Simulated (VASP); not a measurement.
# SnO in VASP: further runs

SnO is run at these levels: PBE+D3(BJ); tasks: single point.

Everything below comes from runs of VASP 6.6.1. Logs are shortened: lines on timing, memory, paths and dates and some standing lists are left out, and cuts for length are marked.

## Step 1: The cell of the first run

The cell holds a slab with vacuum, 8 atoms: a = 3.820 Å, b = 3.820 Å, c = 22.226 Å, α = 90.00°, β = 90.00°, γ = 90.00°.

## Step 2: Single point, PBE+D3(BJ) (layers slid over each other)

Input file INCAR:

```
SYSTEM = SnO
PREC = Accurate
ENCUT = 520
EDIFF = 1E-7
ISMEAR = 0
SIGMA = 0.05
LREAL = .False.
LASPH = .True.
NELM = 60
ALGO = Normal
ISIF = 2
LWAVE = .False.
LCHARG = .False.
LDIPOL = .True.
IDIPOL = 3
DIPOL = 0.5 0.5 0.394
GGA = PE
IVDW = 12
NBANDS = 50
```

Input file KPOINTS:

```
regular mesh
0
Gamma
  7 7 1
  0 0 0
```

Input file POSCAR:

```
SnO
1.0
    3.8201715376      0.0000000000      0.0000000000
    0.0000000000      3.8201715376      0.0000000000
    0.0000000000      0.0000000000     22.2260699824
Sn O
4 4
Direct
    0.5000000000      0.0000000000      0.2024649434
    0.0000000000      0.5000000000      0.3087831091
    0.2500000000      0.7500000000      0.4784037394
    0.7500000000      0.2500000000      0.5847219051
    0.0000000000      0.0000000000      0.2556240262
    0.5000000000      0.5000000000      0.2556240262
    0.7500000000      0.7500000000      0.5315628222
    0.2500000000      0.2500000000      0.5315628222
```

Potentials or basis: VASP PAW PBE potentials, release 64 (Sn_d, O).

On the command line:

```bash
cat potpaw_PBE.64/Sn_d/POTCAR potpaw_PBE.64/O/POTCAR > POTCAR
mpirun -np 1 vasp_std > vasp.out
```

OUTCAR:

```text
SYSTEM = SnO
   PREC = Accurate
   ENCUT = 520
   EDIFF = 1E-7
   ISMEAR = 0
   LREAL = .False.
   LASPH = .True.
   NELM = 60
   ISIF = 2
   GGA = PE
   IVDW = 12
 IVDW          = 12

 ion  position               nearest neighbor table
   1  0.500  0.000  0.202-   5 2.25   6 2.25   6 2.25   5 2.25   2 3.59   2 3.59   2 3.59   2 3.59

   2  0.000  0.500  0.309-   5 2.25   6 2.25   5 2.25   6 2.25   1 3.59   1 3.59   1 3.59   1 3.59

   3  0.250  0.750  0.478-   7 2.25   8 2.25   8 2.25   7 2.25   4 3.59   4 3.59   4 3.59   4 3.59

   4  0.750  0.250  0.585-   7 2.25   8 2.25   7 2.25   8 2.25   3 3.59   3 3.59   3 3.59   3 3.59

   5  0.000  0.000  0.256-   1 2.25   1 2.25   2 2.25   2 2.25
   6  0.500  0.500  0.256-   1 2.25   1 2.25   2 2.25   2 2.25
   7  0.750  0.750  0.532-   3 2.25   3 2.25   4 2.25   4 2.25
   8  0.250  0.250  0.532-   3 2.25   3 2.25   4 2.25   4 2.25

  LATTYP: Found a simple tetragonal cell.
 ALAT       =     3.8201715376
 C/A-ratio  =     5.8180816656

  Lattice vectors:

 A1 = (   3.8201715376,   0.0000000000,   0.0000000000)
 A2 = (   0.0000000000,   3.8201715376,   0.0000000000)
 A3 = (   0.0000000000,   0.0000000000,  22.2260699824)

Analysis of symmetry for initial positions (statically):
=====================================================================
 Subroutine PRICEL returns:
 Original cell was already a primitive cell.

 Routine SETGRP: Setting up the symmetry group for a
 simple tetragonal supercell.

 Subroutine GETGRP returns: Found  4 space group operations
 (whereof  1 operations were pure point group operations)
 out of a pool of 16 trial point group operations.

The static configuration has the point symmetry C_1 .
 The point group associated with its full space group is C_2h.

Analysis of symmetry for dynamics (positions and initial velocities):
=====================================================================
 Subroutine PRICEL returns:
 Original cell was already a primitive cell.

 Routine SETGRP: Setting up the symmetry group for a
 simple tetragonal supercell.

 Subroutine GETGRP returns: Found  4 space group operations
 (whereof  1 operations were pure point group operations)
 out of a pool of 16 trial point group operations.

The dynamic configuration has the point symmetry C_1 .
 The point group associated with its full space group is C_2h.

 Subroutine INISYM returns: Found  4 space group operations
 (whereof  1 operations are pure point group operations),
 and found     1 'primitive' translations

----------------------------------------------------------------------------------------

                                     Primitive cell

  volume of cell :     324.3608

  direct lattice vectors                    reciprocal lattice vectors
     3.820171538  0.000000000  0.000000000     0.261768350  0.000000000  0.000000000
     0.000000000  3.820171538  0.000000000     0.000000000  0.261768350  0.000000000
     0.000000000  0.000000000 22.226069982     0.000000000  0.000000000  0.044992210

  length of vectors
     3.820171538  3.820171538 22.226069982     0.261768350  0.261768350  0.044992210

  position of ions in fractional coordinates (direct lattice)
     0.500000000  0.000000000  0.202464943
     0.000000000  0.500000000  0.308783109
     0.250000000  0.750000000  0.478403739
     0.750000000  0.250000000  0.584721905
     0.000000000  0.000000000  0.255624026
     0.500000000  0.500000000  0.255624026
     0.750000000  0.750000000  0.531562822
     0.250000000  0.250000000  0.531562822

  ion indices of the primitive-cell ions
   primitive index   ion index
                 1           1
                 2           2
                 3           3
                 4           4
                 5           5
                 6           6
                 7           7
                 8           8

----------------------------------------------------------------------------------------

 KPOINTS: regular mesh

Automatic generation of k-mesh.
 Grid dimensions read from file:
 generate k-points for:    7    7    1

 Generating k-lattice:

  Cartesian coordinates                     Fractional coordinates (reciprocal lattice)
     0.037395479  0.000000000  0.000000000     0.142857143  0.000000000  0.000000000
     0.000000000  0.037395479  0.000000000     0.000000000  0.142857143  0.000000000
     0.000000000  0.000000000  0.044992210     0.000000000  0.000000000  1.000000000

  Length of vectors
     0.037395479  0.037395479  0.044992210

  Shift w.r.t. Gamma in fractional coordinates (k-lattice)
     0.000000000  0.000000000  0.000000000

 Subroutine IBZKPT returns following result:
 ===========================================

 Found     16 irreducible k-points:

 Following reciprocal coordinates:
            Coordinates               Weight
  0.000000  0.000000  0.000000      1.000000
  0.142857  0.000000  0.000000      4.000000
  0.285714  0.000000  0.000000      4.000000
  0.428571  0.000000  0.000000      4.000000
  0.142857  0.142857  0.000000      2.000000
 -0.142857  0.142857  0.000000      2.000000
[... 8 lines left out ...]
  0.428571  0.428571  0.000000      2.000000
 -0.428571  0.428571  0.000000      2.000000
   k-points           NKPTS =     16   k-points in BZ     NKDIM =     16   number of bands    NBANDS=     50
   number of dos      NEDOS =    301   number of ions     NIONS =      8
   total plane-waves  NPLWV = 131712
   dimension x,y,z NGX =    28 NGY =   28 NGZ =  168
   dimension x,y,z NGXF=    56 NGYF=   56 NGZF=  336
   ions per type =               4   4
   NGX,Y,Z   is equivalent  to a cutoff of  12.19, 12.19, 12.57 a.u.
   NGXF,Y,Z  is equivalent  to a cutoff of  24.37, 24.37, 25.13 a.u.
 SYSTEM =  SnO
   PREC   = accura    normal or accurate (medium, high low for compatibility)
   ISTART =      0    job   : 0-new  1-cont  2-samecut
   ICHARG =      2    charge: 1-file 2-atom 10-const
   ISPIN  =      1    spin polarized calculation?
   LNONCOLLINEAR =      F non collinear calculations
   LSORBIT =      F    spin-orbit coupling
   LASPH  =      T    aspherical Exc in radial PAW
   ENCUT  =  520.0 eV  38.22 Ry    6.18 a.u.   7.10  7.10 41.33*2*pi/ulx,y,z
   NELM   =     60;   NELMIN=  2; NELMDL= -5     # of ELM steps
   EDIFF  = 0.1E-06   stopping-criterion for ELM
   LREAL  =      F    real-space projection
   EDIFFG = 0.1E-05   stopping-criterion for IOM
   NSW    =      0    number of steps for IOM
   IBRION =     -1    ionic relax: 0-MD 1-quasi-New 2-CG
   NFREE  =      0    steps in history (QN), initial steepest desc. (CG)
   ISIF   =      2    stress and relaxation
   ISYM   =      2    0-nonsym 1-usesym 2-fastsym
   POTIM  = 0.5000    time-step for ionic-motion
   TEBEG  =    0.0;   TEEND  =   0.0 temperature during run
   PSTRESS=    0.0 pullay stress
   NELECT =      80.0000    total number of electrons
   NUPDOWN=      -1.0000    fix difference up-down
   EMIN   =  10.00;   EMAX   =-10.00  energy-range for DOS
   EFERMI =   0.00;   METHOD = LEGACY
   ISMEAR =     0;   SIGMA  =   0.05  broadening in eV -4-tet -1-fermi 0-gaus
   EFERMI_NEDOS =   21; number of points for ismear=-14 and -15
   IALGO  =     38    algorithm
   IMIX   =      4    mixing-type and parameters
     AMIX     =   0.40;   BMIX     =  1.00
     AMIX_MAG =   1.60;   BMIX_MAG =  1.00
  volume/ion in A,a.u.               =      40.55       273.61
  Fermi-wavevector in a.u.,A,eV,Ry     =   1.026665  1.940115 14.341094  1.054041
  Thomas-Fermi vector in A             =   2.160569
   LORBIT       =      0    0 simple, 1 ext, 2 COOP (PROOUT), +10 PAW based schemes
   GGA     = PE    functional components
   LHFCALC =     F    Hartree Fock is set to
   AEXX    =    0.0000 exact exchange contribution
   IVDW    =    12    specifies the selected vdW correction
   LEPSILON=     F    determine dielectric tensor
   LRPA    =     F    only Hartree local field effects (RPA)
 non-spin polarized calculation
 Gauss-broadening in eV      SIGMA  =   0.05
  energy-cutoff  :      520.00
  volume of cell :      324.36
 maximum number of plane-waves:      8769
   NGX = 15   NGY = 15   NGZ = 83

 dipolmoment           0.000000      0.000000      0.000084 electrons x Angstroem

 number of electron      79.9999971 magnetization

 dipolmoment           0.000000      0.000000     -0.000000 electrons x Angstroem

 Free energy of the ion-electron system (eV)
  ---------------------------------------------------
  ext. energy  EPLUGINS =         0.00000000
  ---------------------------------------------------
  free energy    TOTEN  =       -45.13972227 eV

  energy without entropy =      -45.13972227  energy(sigma->0) =      -45.13972227

 E-fermi :   0.2133     XC(G=0):  -5.2666

 val. band max:       -0.0717149234   @ k =  -0.1429   0.1429   0.0000
 cond. band min:       2.2118056088   @ k =  -0.4286   0.4286   0.0000
 fundamental gap:      2.2835205322
 Fermi energy:         0.2132669163

 k-point     1 :       0.0000    0.0000    0.0000
  band No.  band energies     occupation
      1     -21.0535      2.00000
      2     -21.0535      2.00000
      3     -20.6933      2.00000
      4     -20.6932      2.00000
      5     -20.6566      2.00000
      6     -20.6563      2.00000
[... 42 lines left out ...]
     49       5.1217      0.00000
     50       5.1878      0.00000

 k-point     2 :       0.1429    0.0000    0.0000
  band No.  band energies     occupation
      1     -21.0446      2.00000
      2     -21.0444      2.00000
      3     -20.6940      2.00000
      4     -20.6938      2.00000
      5     -20.6581      2.00000
      6     -20.6578      2.00000
[... 734 lines left out ...]
 k-point    16 :      -0.4286    0.4286    0.0000
  band No.  band energies     occupation
      1     -20.9949      2.00000
      2     -20.9942      2.00000
      3     -20.9816      2.00000
      4     -20.9802      2.00000
      5     -20.6598      2.00000
      6     -20.6597      2.00000
[... 42 lines left out ...]
     49       5.8141      0.00000
     50       6.5097      0.00000

------------------------ aborting loop because EDIFF is reached ----------------------------------------

 vacuum level on the upper side and lower side of the slab       (xc-potential included)        -0.106        -0.105

 Edisp (eV)   -1.27759

 E8    (eV) :    -0.5652

  FORCE on cell =-STRESS in cart. coord.  units (eV):
  Direction    XX          YY          ZZ          XY          YZ          ZX
  --------------------------------------------------------------------------------------
  -------------------------------------------------------------------------------------
  Total       0.31611     0.31611     0.18148     0.07504     0.47754     0.47754
  in kB       1.56144     1.56144     0.89641     0.37066     2.35883     2.35882
  external pressure =        1.34 kB  Pullay stress =        0.00 kB

 VOLUME and BASIS-vectors are now :
 -----------------------------------------------------------------------------
  energy-cutoff  :      520.00
  volume of cell :      324.36
      direct lattice vectors                 reciprocal lattice vectors
     3.820171538  0.000000000  0.000000000     0.261768350  0.000000000  0.000000000
     0.000000000  3.820171538  0.000000000     0.000000000  0.261768350  0.000000000
     0.000000000  0.000000000 22.226069982     0.000000000  0.000000000  0.044992210

 POSITION                                       TOTAL-FORCE (eV/Angst)
 -----------------------------------------------------------------------------------
      1.91009      0.00000      4.50000        -0.009232     -0.009232     -0.073895
      0.00000      1.91009      6.86303        -0.055767     -0.055767      0.050189
      0.95504      2.86513     10.63303         0.055767      0.055767     -0.050189
      2.86513      0.95504     12.99607         0.009232      0.009232      0.073895
      0.00000      0.00000      5.68152         0.018678     -0.049426      0.008559
      1.91009      1.91009      5.68152        -0.049426      0.018678      0.008559
      2.86513      2.86513     11.81455         0.049426     -0.018678     -0.008559
      0.95504      0.95504     11.81455        -0.018678      0.049426     -0.008559
 -----------------------------------------------------------------------------------
    total drift:                               -0.000001     -0.000001     -0.000053

  FREE ENERGIE OF THE ION-ELECTRON SYSTEM (eV)
  ---------------------------------------------------
  free  energy   TOTEN  =       -46.4173092585 eV

  energy  without entropy=      -46.4173092585  energy(sigma->0) =      -46.41730926

 vacuum level on the upper side and lower side of the slab         4.835         4.836
```

It took 5.1 min on 1 thread of Intel Xeon 6975P-C (Granite Rapids), shared host; peak memory 0.44 GiB.

Results:

| Property | Result |
| --- | --- |
| Free energy | -46.4173 eV |
| Largest force | 0.093 eV/Å |
| Band gap on the k mesh | 2.28 eV (least direct gap 2.47 eV) |
| Dispersion energy per atom | -0.160 eV |

Forces in eV/Å, atoms in the order of the input:
```
Sn  -0.009 -0.009 -0.074
Sn  -0.056 -0.056  0.050
Sn   0.056  0.056 -0.050
Sn   0.009  0.009  0.074
O    0.019 -0.049  0.009
O   -0.049  0.019  0.009
O    0.049 -0.019 -0.009
O   -0.019  0.049 -0.009
```

Caveat: the cell differs from its parent crystal (layers slid over each other); spin-orbit coupling is left out, which moves the levels of the heavy elements.

## Step 3: Single point, PBE+D3(BJ) (layers slid over each other)

Input file INCAR:

```
PREC = Accurate
ENCUT = 520
EDIFF = 1E-6
ISMEAR = 0
SIGMA = 0.05
LREAL = False
LASPH = True
NELM = 60
ALGO = Normal
ISIF = 2
LWAVE = False
LCHARG = False
LDIPOL = True
IDIPOL = 3
DIPOL = 0.5 0.5 0.406
GGA = PE
IVDW = 12
NBANDS = 50
```

Input file KPOINTS:

```
Automatic mesh
0
Gamma
  7 7 1
```

Input file POSCAR:

```
SnO
1.0
    3.8201715376      0.0000000000      0.0000000000
    0.0000000000      3.8201715376      0.0000000000
    0.0000000000      0.0000000000     22.2260699824
Sn O
4 4
Direct
    0.5000000000      0.0000000000      0.2024649434
    0.0000000000      0.5000000000      0.3087831091
    0.2500000000      0.7500000000      0.5022496105
    0.7500000000      0.2500000000      0.6085677762
    0.0000000000      0.0000000000      0.2556240262
    0.5000000000      0.5000000000      0.2556240262
    0.7500000000      0.7500000000      0.5554086933
    0.2500000000      0.2500000000      0.5554086933
```

Potentials or basis: VASP PAW PBE potentials, release 64 (Sn_d, O).

On the command line:

```bash
cat potpaw_PBE.64/Sn_d/POTCAR potpaw_PBE.64/O/POTCAR > POTCAR
mpirun -np 1 vasp_std > vasp.out
```

Wall time 4.3 min (1 thread of Intel Xeon 6975P-C (Granite Rapids), shared host); peak memory 0.44 GiB.

The run converged. Its results:

```yaml
Free_energy: -46.3978 eV
Largest_force: 0.135 eV/Å
Band_gap_on_the_k_mesh: 2.56 eV (least direct gap 2.59 eV)
Dispersion_energy_per_atom: -0.154 eV
```

Forces on the atoms (eV/Å):
```
Sn  -0.003 -0.003 -0.083
Sn  -0.014 -0.014  0.134
Sn   0.014  0.014 -0.134
Sn   0.003  0.003  0.083
O    0.006 -0.016  0.006
O   -0.016  0.006  0.006
O    0.016 -0.006 -0.006
O   -0.006  0.016 -0.006
```

Levels at points of the mesh, in eV from the valence-band top:
| k point | band 38 | band 39 | band 40 | band 41 | band 42 | band 43 |
| --- | --- | --- | --- | --- | --- | --- |
| (0.00, 0.00, 0.00) | -1.91 | -0.55 | -0.03 | 2.56 | 2.90 | 2.90 |

Caveat: the cell differs from its parent crystal (layers slid over each other); spin-orbit coupling is left out, which moves the levels of the heavy elements.
